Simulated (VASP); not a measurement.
Here is a VASP 6.6.1 calculation.

POSCAR

```
TaN
1.0
    3.1344588821      0.0000000000      0.0000000000
   -1.5672294410      2.7145210190      0.0000000000
    0.0000000000      0.0000000000      5.8129483897
Ta N
2 2
Direct
    0.3333333333      0.6666666667      0.0270650915
    0.6666666667      0.3333333333      0.5270650915
    0.3333333333      0.6666666667      0.3579349085
    0.6666666667      0.3333333333      0.8579349085
```

The input INCAR.step1:

```
SYSTEM = TaN
  PREC = Accurate
  ENCUT = 520
  ISMEAR = 0
  SIGMA = 0.1
  LREAL = .False.
  LASPH = .True.
  NELM = 60
  NBANDS = 24
  GGA = PE
  ALGO = Normal
  EDIFF = 1E-4
  LWAVE = .True.
  LCHARG = .False.
```

File INCAR.step2:

```
SYSTEM = TaN
  PREC = Accurate
  ENCUT = 520
  EDIFF = 1E-6
  ISMEAR = 0
  SIGMA = 0.1
  LREAL = .False.
  LASPH = .True.
  NELM = 60
  ALGO = Normal
  ISIF = 2
  LWAVE = .False.
  LCHARG = .False.
  METAGGA = R2SCAN
  LMIXTAU = .True.
  NBANDS = 24
  ISTART = 1
```

File KPOINTS:

```
Automatic mesh
0
Gamma
  18 18 10
  0 0 0
```

Potentials or basis: VASP PAW PBE potentials, release 64 (Ta_pv, N).

Command:

```bash
$ cat potpaw_PBE.64/Ta_pv/POTCAR potpaw_PBE.64/N/POTCAR > POTCAR
$ cp INCAR.step1 INCAR
$ mpirun -np 1 vasp_std > vasp.out
$ cp INCAR.step2 INCAR
$ mpirun -np 1 vasp_std > vasp.out
```

Question: Predict the band gap on the k mesh.

Answer: Zero (bands 16 and 17 overlap by 0.80 eV).

Question: Predict the largest force.

Answer: 0.054 eV/Å.

Forces on the atoms (eV/Å):
```
Ta   0.000  0.000 -0.054
Ta   0.000  0.000 -0.054
N    0.000  0.000  0.054
N    0.000  0.000  0.054
```

Caveat: the cell differs from its parent crystal (strain along c alone, the other axes held: -4.5 %, then relaxed in part); the PAW data sets were made with another functional, which shifts forces and pressure a little; spin-orbit coupling is left out, which moves the levels of the heavy elements.
